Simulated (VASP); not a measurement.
# TaN (P6_3mc) in VASP: further runs

Runs on TaN. Level: r2SCAN. Tasks: single point, relaxation of shape and atoms at fixed volume.

All numbers are computed with VASP 6.6.1; they aren't measurements. Logs are shortened: lines on timing, memory, paths and dates and some standing lists are left out, and cuts for length are marked.

## (1) The cell of the first run

Symmetry: P6_3mc, No. 186, hexagonal system. The conventional cell has a = 3.050 Å, b = 3.050 Å, c = 4.940 Å, α = 90.00°, β = 90.00°, γ = 120.00°. Within 2.5 Å of Ta (site symmetry 3m) lie 4 N at 1.85 to 1.90 Å. Within 2.5 Å of N (site symmetry 3m) lie 4 Ta at 1.85 to 1.90 Å.

## (2) Single point, r2SCAN

Input file POSCAR:

```
TaN
1.0
    3.0500010905      0.0000000000      0.0000000000
   -1.5250005453      2.6413784260      0.0000000000
    0.0000000000      0.0000000000      4.9400000000
Ta N
2 2
Direct
    0.3333333333      0.6666666667      0.0000000000
    0.6666666667      0.3333333333      0.5000000000
    0.3333333333      0.6666666667      0.3850000000
    0.6666666667      0.3333333333      0.8850000000
```

Input file INCAR.step1:

```
SYSTEM = TaN
  PREC = Accurate
  ENCUT = 520
  ISMEAR = 0
  SIGMA = 0.1
  LREAL = .False.
  LASPH = .True.
  NELM = 80
  NBANDS = 24
  GGA = PE
  ALGO = Normal
  EDIFF = 1E-4
  LWAVE = .True.
  LCHARG = .False.
```

Input file INCAR.step2:

```
SYSTEM = TaN
  PREC = Accurate
  ENCUT = 520
  EDIFF = 1E-6
  ISMEAR = 0
  SIGMA = 0.1
  LREAL = .False.
  LASPH = .True.
  NELM = 80
  ALGO = Normal
  ISIF = 2
  LWAVE = .False.
  LCHARG = .False.
  METAGGA = R2SCAN
  LMIXTAU = .True.
  NBANDS = 24
  ISTART = 1
```

Input file KPOINTS:

```
Automatic mesh
0
Gamma
  18 18 8
  0 0 0
```

Potentials or basis: VASP PAW PBE potentials, release 64 (Ta_pv, N).

Started as:

```console
$ cat potpaw_PBE.64/Ta_pv/POTCAR potpaw_PBE.64/N/POTCAR > POTCAR
$ cp INCAR.step1 INCAR
$ mpirun -np 1 vasp_std > vasp.out
$ cp INCAR.step2 INCAR
$ mpirun -np 1 vasp_std > vasp.out
```

OUTCAR:

```text
SYSTEM = TaN
   PREC = Accurate
   ENCUT = 520
   EDIFF = 1E-6
   ISMEAR = 0
   LREAL = .False.
   LASPH = .True.
   NELM = 80
   ISIF = 2
   METAGGA = R2SCAN
   ISTART = 1

 ion  position               nearest neighbor table
   1  0.333  0.667  0.000-   4 1.85   4 1.85   4 1.85   3 1.90   2 3.03   2 3.03   2 3.03   2 3.03
                             2 3.03   2 3.03
   2  0.667  0.333  0.500-   3 1.85   3 1.85   3 1.85   4 1.90   1 3.03   1 3.03   1 3.03   1 3.03
                             1 3.03   1 3.03
   3  0.333  0.667  0.385-   2 1.85   2 1.85   2 1.85   1 1.90
   4  0.667  0.333  0.885-   1 1.85   1 1.85   1 1.85   2 1.90

  LATTYP: Found a hexagonal cell.
 ALAT       =     3.0500010905
 C/A-ratio  =     1.6196715520

  Lattice vectors:

 A1 = (   3.0500010905,   0.0000000000,   0.0000000000)
 A2 = (  -1.5250005453,   2.6413784260,   0.0000000000)
 A3 = (   0.0000000000,   0.0000000000,   4.9400000000)

Analysis of symmetry for initial positions (statically):
=====================================================================
 Subroutine PRICEL returns:
 Original cell was already a primitive cell.

 Routine SETGRP: Setting up the symmetry group for a
 hexagonal supercell.

 Subroutine GETGRP returns: Found 12 space group operations
 (whereof  6 operations were pure point group operations)
 out of a pool of 24 trial point group operations.

The static configuration has the point symmetry C_3v.
 The point group associated with its full space group is C_6v.

Analysis of symmetry for dynamics (positions and initial velocities):
=====================================================================
 Subroutine PRICEL returns:
 Original cell was already a primitive cell.

 Routine SETGRP: Setting up the symmetry group for a
 hexagonal supercell.

 Subroutine GETGRP returns: Found 12 space group operations
 (whereof  6 operations were pure point group operations)
 out of a pool of 24 trial point group operations.

The dynamic configuration has the point symmetry C_3v.
 The point group associated with its full space group is C_6v.

 Subroutine INISYM returns: Found 12 space group operations
 (whereof  6 operations are pure point group operations),
 and found     1 'primitive' translations

----------------------------------------------------------------------------------------

                                     Primitive cell

  volume of cell :      39.7977

  direct lattice vectors                    reciprocal lattice vectors
     3.050001090  0.000000000  0.000000000     0.327868735  0.189295103  0.000000000
    -1.525000545  2.641378426  0.000000000     0.000000000  0.378590205  0.000000000
     0.000000000  0.000000000  4.940000000     0.000000000  0.000000000  0.202429150

  length of vectors
     3.050001090  3.050001091  4.940000000     0.378590205  0.378590205  0.202429150

  position of ions in fractional coordinates (direct lattice)
     0.333333333  0.666666667  0.000000000
     0.666666667  0.333333333  0.500000000
     0.333333333  0.666666667  0.385000000
     0.666666667  0.333333333  0.885000000

  ion indices of the primitive-cell ions
   primitive index   ion index
                 1           1
                 2           2
                 3           3
                 4           4

----------------------------------------------------------------------------------------

 KPOINTS: Automatic mesh

Automatic generation of k-mesh.
 Grid dimensions read from file:
 generate k-points for:   18   18    8

 Generating k-lattice:

  Cartesian coordinates                     Fractional coordinates (reciprocal lattice)
     0.018214930  0.010516395  0.000000000     0.055555556  0.000000000  0.000000000
     0.000000000  0.021032789  0.000000000     0.000000000  0.055555556  0.000000000
     0.000000000  0.000000000  0.025303644     0.000000000  0.000000000  0.125000000

  Length of vectors
     0.021032789  0.021032789  0.025303644

  Shift w.r.t. Gamma in fractional coordinates (k-lattice)
     0.000000000  0.000000000  0.000000000

 Subroutine IBZKPT returns following result:
 ===========================================

 Found    185 irreducible k-points:

 Following reciprocal coordinates:
            Coordinates               Weight
  0.000000  0.000000  0.000000      1.000000
  0.055556 -0.000000  0.000000      6.000000
  0.111111 -0.000000  0.000000      6.000000
  0.166667 -0.000000  0.000000      6.000000
  0.222222 -0.000000  0.000000      6.000000
  0.277778  0.000000  0.000000      6.000000
[... 16 lines left out ...]
  0.333333  0.111111  0.000000     12.000000
  0.388889  0.111111  0.000000     12.000000
 [... further k-points ...]
   k-points           NKPTS =    185   k-points in BZ     NKDIM =    185   number of bands    NBANDS=     24
   number of dos      NEDOS =    301   number of ions     NIONS =      4
   total plane-waves  NPLWV =  23040
   dimension x,y,z NGX =    24 NGY =   24 NGZ =   40
   dimension x,y,z NGXF=    48 NGYF=   48 NGZF=   80
   ions per type =               2   2
   NGX,Y,Z   is equivalent  to a cutoff of  13.08, 13.08, 13.46 a.u.
   NGXF,Y,Z  is equivalent  to a cutoff of  26.16, 26.16, 26.92 a.u.
 SYSTEM =  TaN
   PREC   = accura    normal or accurate (medium, high low for compatibility)
   ISTART =      1    job   : 0-new  1-cont  2-samecut
   ICHARG =      0    charge: 1-file 2-atom 10-const
   ISPIN  =      1    spin polarized calculation?
   LNONCOLLINEAR =      F non collinear calculations
   LSORBIT =      F    spin-orbit coupling
   LASPH  =      T    aspherical Exc in radial PAW
   ENCUT  =  520.0 eV  38.22 Ry    6.18 a.u.   5.67  5.67  9.19*2*pi/ulx,y,z
   NELM   =     80;   NELMIN=  2; NELMDL=  0     # of ELM steps
   EDIFF  = 0.1E-05   stopping-criterion for ELM
   LREAL  =      F    real-space projection
   EDIFFG = 0.1E-04   stopping-criterion for IOM
   NSW    =      0    number of steps for IOM
   IBRION =     -1    ionic relax: 0-MD 1-quasi-New 2-CG
   NFREE  =      0    steps in history (QN), initial steepest desc. (CG)
   ISIF   =      2    stress and relaxation
   ISYM   =      2    0-nonsym 1-usesym 2-fastsym
   POTIM  = 0.5000    time-step for ionic-motion
   TEBEG  =    0.0;   TEEND  =   0.0 temperature during run
   PSTRESS=    0.0 pullay stress
   NELECT =      32.0000    total number of electrons
   NUPDOWN=      -1.0000    fix difference up-down
   EMIN   =  10.00;   EMAX   =-10.00  energy-range for DOS
   EFERMI =   0.00;   METHOD = LEGACY
   ISMEAR =     0;   SIGMA  =   0.10  broadening in eV -4-tet -1-fermi 0-gaus
   EFERMI_NEDOS =   21; number of points for ismear=-14 and -15
   IALGO  =     38    algorithm
   IMIX   =      4    mixing-type and parameters
     AMIX     =   0.40;   BMIX     =  1.00
     AMIX_MAG =   1.60;   BMIX_MAG =  1.00
  volume/ion in A,a.u.               =       9.95        67.14
  Fermi-wavevector in a.u.,A,eV,Ry     =   1.522319  2.876766 31.530886  2.317455
  Thomas-Fermi vector in A             =   2.630914
   LORBIT       =      0    0 simple, 1 ext, 2 COOP (PROOUT), +10 PAW based schemes
   METAGGA = R2SCAN    functional components
   LHFCALC =     F    Hartree Fock is set to
   AEXX    =    0.0000 exact exchange contribution
   IVDW    =     0    specifies the selected vdW correction
   LEPSILON=     F    determine dielectric tensor
   LRPA    =     F    only Hartree local field effects (RPA)
 non-spin polarized calculation
 Gauss-broadening in eV      SIGMA  =   0.10
  energy-cutoff  :      520.00
  volume of cell :       39.80
 maximum number of plane-waves:      1093
 NGX is ok and might be reduce to    24
   NGX = 11   NGY = 11   NGZ = 19

 number of electron      32.0000000 magnetization

 Free energy of the ion-electron system (eV)
  ---------------------------------------------------
  ext. energy  EPLUGINS =         0.00000000
  ---------------------------------------------------
  free energy    TOTEN  =      -113.48930213 eV

  energy without entropy =     -113.48179252  energy(sigma->0) =     -113.48554732

 E-fermi :   9.8590     XC(G=0): -14.6013

 val. band max:        9.8363681866   @ k =   0.2778   0.2778   0.0000
 cond. band min:       9.8694724997   @ k =   0.2222  -0.0000   0.0000
 fundamental gap:      0.0331043131
 Fermi energy:         9.8590378467

 k-point     1 :       0.0000    0.0000    0.0000
  band No.  band energies     occupation
      1     -27.6790      2.00000
      2     -26.5005      2.00000
      3     -26.5005      2.00000
      4     -26.3011      2.00000
      5     -26.3011      2.00000
      6     -26.2590      2.00000
[... 16 lines left out ...]
     23      16.7818      0.00000
     24      16.7818      0.00000

 k-point     2 :       0.0556   -0.0000    0.0000
  band No.  band energies     occupation
      1     -27.6675      2.00000
      2     -26.5350      2.00000
      3     -26.5104      2.00000
      4     -26.3410      2.00000
      5     -26.3067      2.00000
      6     -26.2643      2.00000
[... 16 lines left out ...]
     23      16.7788      0.00000
     24      16.9084      0.00000

 k-point     3 :       0.1111   -0.0000    0.0000
  band No.  band energies     occupation
      1     -27.6344      2.00000
      2     -26.6327      2.00000
      3     -26.5384      2.00000
      4     -26.4535      2.00000
      5     -26.3230      2.00000
      6     -26.2804      2.00000
[... 16 lines left out ...]
     23      16.7712      0.00000
     24      17.4280      0.00000

 k-point     4 :       0.1667   -0.0000    0.0000
  band No.  band energies     occupation
      1     -27.5836      2.00000
      2     -26.7779      2.00000
      3     -26.6197      2.00000
      4     -26.5804      2.00000
      5     -26.3485      2.00000
      6     -26.3075      2.00000
[... 16 lines left out ...]
     23      16.7454      0.00000
     24      18.3898      0.00000

 k-point     5 :       0.2222   -0.0000    0.0000
  band No.  band energies     occupation
      1     -27.5240      2.00000
      2     -26.9460      2.00000
      3     -26.8128      2.00000
      4     -26.6306      2.00000
      5     -26.3803      2.00000
      6     -26.3456      2.00000
[... 16 lines left out ...]
     23      17.2692      0.00000
     24      18.6031      0.00000

 k-point     6 :       0.2778    0.0000    0.0000
  band No.  band energies     occupation
      1     -27.4783      2.00000
      2     -27.1025      2.00000
      3     -27.0004      2.00000
      4     -26.6829      2.00000
      5     -26.4147      2.00000
      6     -26.3942      2.00000
[... 16 lines left out ...]
     23      17.4358      0.00000
     24      18.1221      0.00000
[... 379 lines left out ...]
 k-point    21 :       0.2222    0.1111    0.0000
  band No.  band energies     occupation
      1     -27.4606      2.00000
      2     -27.1091      2.00000
      3     -27.0410      2.00000
      4     -26.7192      2.00000
      5     -26.4707      2.00000
      6     -26.4103      2.00000
[... 16 lines left out ...]
     23      17.2097      0.00000
     24      18.3532      0.00000

 k-point    22 :       0.2778    0.1111    0.0000
  band No.  band energies     occupation
      1     -27.4767      2.00000
      2     -27.2452      2.00000
      3     -27.0959      2.00000
      4     -26.7846      2.00000
      5     -26.5131      2.00000
      6     -26.4672      2.00000
[... 16 lines left out ...]
     23      17.0015      0.00000
     24      18.5322      0.00000

 k-point    23 :       0.3333    0.1111    0.0000
  band No.  band energies     occupation
      1     -27.5457      2.00000
      2     -27.3515      2.00000
      3     -27.0713      2.00000
      4     -26.8347      2.00000
      5     -26.5496      2.00000
      6     -26.5261      2.00000
[... 16 lines left out ...]
     23      16.7696      0.00000
     24      17.9008      0.00000

 k-point    24 :       0.3889    0.1111    0.0000
  band No.  band energies     occupation
      1     -27.6085      2.00000
      2     -27.4193      2.00000
      3     -27.0273      2.00000
      4     -26.8620      2.00000
      5     -26.5892      2.00000
      6     -26.5626      2.00000
[... 16 lines left out ...]
     23      16.5380      0.00000
     24      17.3934      0.00000

 [... further k-points ...]

------------------------ aborting loop because EDIFF is reached ----------------------------------------

  FORCE on cell =-STRESS in cart. coord.  units (eV):
  Direction    XX          YY          ZZ          XY          YZ          ZX
  --------------------------------------------------------------------------------------
  -------------------------------------------------------------------------------------
  Total       36.5155335     36.5155335     30.2735755     -0.0000000     -0.0000000      0.0000000
  in kB     1470.0451142   1470.0451142   1218.7558969     -0.0000000     -0.0000000      0.0000000
  external PRESSURE =    1386.2820417 kB  Pullay stress =       0.0000000 kB

 VOLUME and BASIS-vectors are now :
 -----------------------------------------------------------------------------
  energy-cutoff  :      520.00
  volume of cell :       39.80
      direct lattice vectors                 reciprocal lattice vectors
     3.050001090  0.000000000  0.000000000     0.327868735  0.189295103  0.000000000
    -1.525000545  2.641378426  0.000000000     0.000000000  0.378590205  0.000000000
     0.000000000  0.000000000  4.940000000     0.000000000  0.000000000  0.202429150

 POSITION                                       TOTAL-FORCE (eV/Angst)
 -----------------------------------------------------------------------------------
     -0.00000      1.76092      0.00000        -0.000000     -0.000000      2.426017
      1.52500      0.88046      2.47000         0.000000      0.000000      2.426017
     -0.00000      1.76092      1.90190         0.000000      0.000000     -2.426017
      1.52500      0.88046      4.37190        -0.000000     -0.000000     -2.426017
 -----------------------------------------------------------------------------------
    total drift:                               -0.000000      0.000000      0.000725

  FREE ENERGIE OF THE ION-ELECTRON SYSTEM (eV)
  ---------------------------------------------------
  free  energy   TOTEN  =      -113.4893021307 eV

  energy  without entropy=     -113.4817925177  energy(sigma->0) =     -113.48554732
```

Wall time 4.9 min (1 thread of Intel Xeon Platinum 8488C (Sapphire Rapids), shared host); peak memory 0.28 GiB.

Results:

```yaml
Free_energy: -113.4893 eV
Pressure: 138.6 GPa
Largest_force: 2.426 eV/Å
Band_gap_on_the_k_mesh: zero (bands 16 and 17 overlap by 2.98 eV)
```

Forces on the atoms (eV/Å):
```
Ta   0.000  0.000  2.426
Ta   0.000  0.000  2.426
N    0.000  0.000 -2.426
N    0.000  0.000 -2.426
```

Stress tensor (GPa, compression positive):
```
147.00   0.00   0.00
  0.00 147.00   0.00
  0.00   0.00 121.88
```

Caveat: the stress differs along the axes, from 122 to 147 GPa; the PAW data sets were made with another functional, which shifts forces and pressure a little; spin-orbit coupling is left out, which moves the levels of the heavy elements.

## (3) Single point, r2SCAN

Input file POSCAR:

```
TaN
1.0
    3.0500010905      0.0000000000      0.0000000000
   -1.5250005453      2.6413784260      0.0000000000
    0.0000000000      0.0000000000      4.9400000000
Ta N
2 2
Direct
    0.3333333333      0.6666666667      0.0094550857
    0.6666666667      0.3333333333      0.5094550857
    0.3333333333      0.6666666667      0.3755449143
    0.6666666667      0.3333333333      0.8755449143
```

Input file INCAR.step1:

```
PREC = Accurate ; ENCUT = 520
ISMEAR = 0 ; SIGMA = 0.1
LREAL = F ; LASPH = T
NELM = 100 ; NBANDS = 24
GGA = PE ; ALGO = Normal
EDIFF = 1E-4 ; LWAVE = T
LCHARG = F
```

Input file INCAR.step2:

```
PREC = Accurate ; ENCUT = 520
EDIFF = 1E-6 ; ISMEAR = 0
SIGMA = 0.1 ; LREAL = F
LASPH = T ; NELM = 100
ALGO = Normal ; ISIF = 2
LWAVE = F ; LCHARG = F
METAGGA = R2SCAN ; LMIXTAU = T
NBANDS = 24 ; ISTART = 1
```

Input file KPOINTS:

```
regular mesh
0
Gamma
  18 18 8
```

Potentials or basis: VASP PAW PBE potentials, release 64 (Ta_pv, N).

Started as:

```console
$ cat potpaw_PBE.64/Ta_pv/POTCAR potpaw_PBE.64/N/POTCAR > POTCAR
$ cp INCAR.step1 INCAR
$ mpirun -np 1 vasp_std > vasp.out
$ cp INCAR.step2 INCAR
$ mpirun -np 1 vasp_std > vasp.out
```

Wall time 4.6 min (1 thread of Intel Xeon Platinum 8488C (Sapphire Rapids), shared host); peak memory 0.28 GiB.

It converged, with:

| Item | Value |
| --- | --- |
| Free energy | -113.7493 eV |
| Pressure | 139.1 GPa |
| Largest force | 0.051 eV/Å |
| Band gap on the k mesh | zero (bands 16 and 17 overlap by 2.81 eV) |

Forces on the atoms (eV/Å):
```
Ta   0.000  0.000 -0.051
Ta   0.000  0.000 -0.051
N    0.000  0.000  0.051
N    0.000  0.000  0.051
```

Stress tensor (GPa, compression positive):
```
126.10   0.00   0.00
  0.00 126.10   0.00
  0.00   0.00 165.14
```

Levels at points of the mesh, in eV from the Fermi level:
```csv
k point,band 12,band 13,band 14,band 15,band 16,band 17,band 18,band 19,band 20,band 21
"(0.00, 0.00, 0.00)",-7.87,-7.87,-7.72,-0.87,-0.87,-0.24,1.07,2.74,2.74,6.04
"(0.50, 0.00, 0.00)",-7.22,-6.21,-5.44,-1.78,-1.76,0.81,2.25,2.29,4.06,4.29
"(0.00, 0.00, 0.50)",-8.63,-8.63,-8.63,1.28,1.28,1.28,1.28,1.74,1.74,7.22
"(0.50, 0.00, 0.50)",-7.09,-6.93,-6.93,-0.33,-0.33,2.34,2.34,2.89,2.89,5.35
```

Caveat: the stress differs along the axes, from 126 to 165 GPa; the PAW data sets were made with another functional, which shifts forces and pressure a little; spin-orbit coupling is left out, which moves the levels of the heavy elements.

## (4) Single point, r2SCAN (11.39 Å³/atom)

This run uses another cell than the first one, of 11.39 Å³/atom.

Input file POSCAR:

```
TaN
1.0
    2.9590036556      0.0000000000      0.0000000000
   -1.4795018278      2.5625723356      0.0000000000
    0.0000000000      0.0000000000      6.0104905481
Ta N
2 2
Direct
    0.3333333333      0.6666666667      0.0343721537
    0.6666666667      0.3333333333      0.5343721537
    0.3333333333      0.6666666667      0.3506278463
    0.6666666667      0.3333333333      0.8506278463
```

Input file INCAR.step1:

```
PREC = Accurate
ENCUT = 520
ISMEAR = 0
SIGMA = 0.1
LREAL = False
LASPH = True
NELM = 80
NBANDS = 24
GGA = PE
ALGO = Normal
EDIFF = 1E-4
LWAVE = True
LCHARG = False
```

Input file INCAR.step2:

```
PREC = Accurate
ENCUT = 520
EDIFF = 1E-6
ISMEAR = 0
SIGMA = 0.1
LREAL = False
LASPH = True
NELM = 80
ALGO = Normal
ISIF = 2
LWAVE = False
LCHARG = False
METAGGA = R2SCAN
LMIXTAU = True
NBANDS = 24
ISTART = 1
```

Input file KPOINTS:

```
Automatic mesh
0
Gamma
  18 18 8
```

Started as:

```console
$ cat potpaw_PBE.64/Ta_pv/POTCAR potpaw_PBE.64/N/POTCAR > POTCAR
$ cp INCAR.step1 INCAR
$ mpirun -np 1 vasp_std > vasp.out
$ cp INCAR.step2 INCAR
$ mpirun -np 1 vasp_std > vasp.out
```

Wall time 5.9 min (1 thread of Intel Xeon Platinum 8488C (Sapphire Rapids), shared host); peak memory 0.31 GiB.

Results (log left out):

- Free energy: -118.3209 eV
- Pressure: 43.4 GPa
- Largest force: 0.045 eV/Å
- Band gap on the k mesh: zero (bands 16 and 17 overlap by 0.07 eV)

Forces in eV/Å, atoms in the order of the input:
```
Ta   0.000  0.000 -0.045
Ta   0.000  0.000 -0.045
N    0.000  0.000  0.045
N    0.000  0.000  0.045
```

Stress tensor (GPa, compression positive):
```
42.97  0.00  0.00
 0.00 42.97  0.00
 0.00  0.00 44.26
```

Levels at points of the mesh, in eV from the Fermi level:
| k point | band 14 | band 15 | band 16 | band 17 | band 18 | band 19 |
| --- | --- | --- | --- | --- | --- | --- |
| (0.00, 0.00, 0.00) | -4.87 | -1.22 | -0.72 | 0.36 | 0.36 | 2.88 |
| (0.50, 0.00, 0.00) | -3.96 | -3.01 | -0.49 | 1.40 | 2.89 | 3.31 |
| (0.00, 0.00, 0.50) | -5.44 | -0.09 | -0.09 | 1.25 | 1.25 | 1.25 |
| (0.50, 0.00, 0.50) | -5.31 | -1.35 | -1.35 | 1.94 | 1.94 | 4.57 |

Caveat: the cell stands under pressure; the PAW data sets were made with another functional, which shifts forces and pressure a little; spin-orbit coupling is left out, which moves the levels of the heavy elements.

(Part 1 of 2 ends here.)

The gap in the log of VASP goes by the Fermi energy; the results here count the filled bands.